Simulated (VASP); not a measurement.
Set up this calculation in VASP 6.6.1, as the native input.

| Property | Result |
| --- | --- |
| Task | single point |
| Functional | PBE |
| Potentials or basis | VASP PAW PBE potentials, release 64 (Rh_pv, S) |
| Cutoff | 520 eV |
| k mesh | 5 × 5 × 1 |
| Occupations | gaussian, width 0.1 eV |
| Spin | no spin polarisation |
| Dipole correction | yes |
| Further INCAR settings | ALGO = Normal; EDIFF = 1e-07; NBANDS = 105 |

The structure of Rh12S lies in POSCAR:

```
Rh12S
1.0
    5.4165863251      0.0000000000      0.0000000000
    0.0000000000      5.4165863251      0.0000000000
    0.0000000000      0.0000000000     19.1737394005
Rh S
12 1
Direct
    0.2500000000      0.2500000000      0.2086186693
    0.2500000000      0.7500000000      0.2086186693
    0.7500000000      0.2500000000      0.2086186693
    0.7500000000      0.7500000000      0.2086186693
    0.0000000000      0.0000000000      0.3044995949
    0.0000000000      0.5000000000      0.3044995949
    0.5000000000      0.0000000000      0.3044995949
    0.5000000000      0.5000000000      0.3044995949
    0.2500000000      0.2500000000      0.4002213256
    0.2500000000      0.7500000000      0.4002213256
    0.7500000000      0.2500000000      0.4002213256
    0.7500000000      0.7500000000      0.4002213256
    0.5000000000      0.5000000000      0.4710829574
```

One way to write it, as run:

INCAR

```
SYSTEM = Rh12S
PREC     = Accurate       ! precision mode
ENCUT    = 520            ! plane-wave cutoff, eV
EDIFF    = 1E-7           ! SCF threshold, eV
ISMEAR   = 0              ! smearing method
SIGMA    = 0.1            ! smearing width, eV
LREAL    = .FALSE.        ! projectors in reciprocal space
LASPH    = .TRUE.         ! aspherical terms in the spheres
NELM     = 80             ! most SCF steps
ALGO     = Normal         ! electronic algorithm
ISIF     = 2              ! what is computed and relaxed
LWAVE    = .FALSE.        ! write WAVECAR
LCHARG   = .FALSE.        ! write CHGCAR
LDIPOL   = .TRUE.       
IDIPOL   = 3            
DIPOL    = 0.5 0.5 0.317
GGA      = PE             ! functional
NBANDS   = 105            ! bands
```

KPOINTS

```
Automatic mesh
0
G
  5 5 1
  0 0 0
```

Potentials or basis: VASP PAW PBE potentials, release 64 (Rh_pv, S).

Run with:

```sh
$ cat potpaw_PBE.64/Rh_pv/POTCAR potpaw_PBE.64/S/POTCAR > POTCAR
$ mpirun -np 1 vasp_std > vasp.out
```

Results of the run:

```
Largest force          : 0.647 eV/Å
Band gap on the k mesh : zero (bands 93 and 94 overlap by 0.82 eV)
```

Wall time 12 min on 1 thread of Intel(R) Xeon(R) Platinum 8488C (Sapphire Rapids), with other jobs on the host, peak memory 0.63 GiB.
